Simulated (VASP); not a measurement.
# Re: single point with LDA

The system is Re.

```
Re
1.0
     0.00000    2.78084    2.78084
     2.78084    0.00000    2.78084
     2.78084    2.78084    0.00000
Re
2
Direct
  0.12500 0.12500 0.12500
  0.87500 0.87500 0.87500
```

This isn't the form of Re at room conditions, which is hcp.

```
Program             : VASP 6.6.1
Task                : single point
Functional          : LDA
Potentials or basis : VASP PAW LDA potentials, release 64 (Re)
Cutoff              : 520 eV
k mesh              : 10 × 10 × 10
Occupations         : fermi-dirac, width 0.1 eV
Spin                : no spin polarisation
```

| Property | Result |
| --- | --- |
| Pressure | -1.5 GPa |
| Band gap on the k mesh | zero (bands 7 and 8 overlap by 1.24 eV) |

Levels at points of the mesh, in eV from the Fermi level:
| k point | band 5 | band 6 | band 7 | band 8 | band 9 | band 10 |
| --- | --- | --- | --- | --- | --- | --- |
| (0.00, 0.00, 0.00) | -2.31 | -2.31 | 0.67 | 0.67 | 0.67 | 4.36 |
| (0.50, 0.00, 0.00) | -2.57 | -2.57 | -0.82 | 1.83 | 1.83 | 3.45 |
| (0.50, 0.50, 0.00) | -1.86 | -1.86 | -0.03 | -0.03 | 3.85 | 3.85 |

Run time: 22 s on 1 thread of Intel(R) Xeon(R) Platinum 8488C (Sapphire Rapids), with other jobs on the host, peak memory 0.16 GiB.

Caveat: spin-orbit coupling is left out, which moves the levels of the heavy elements.
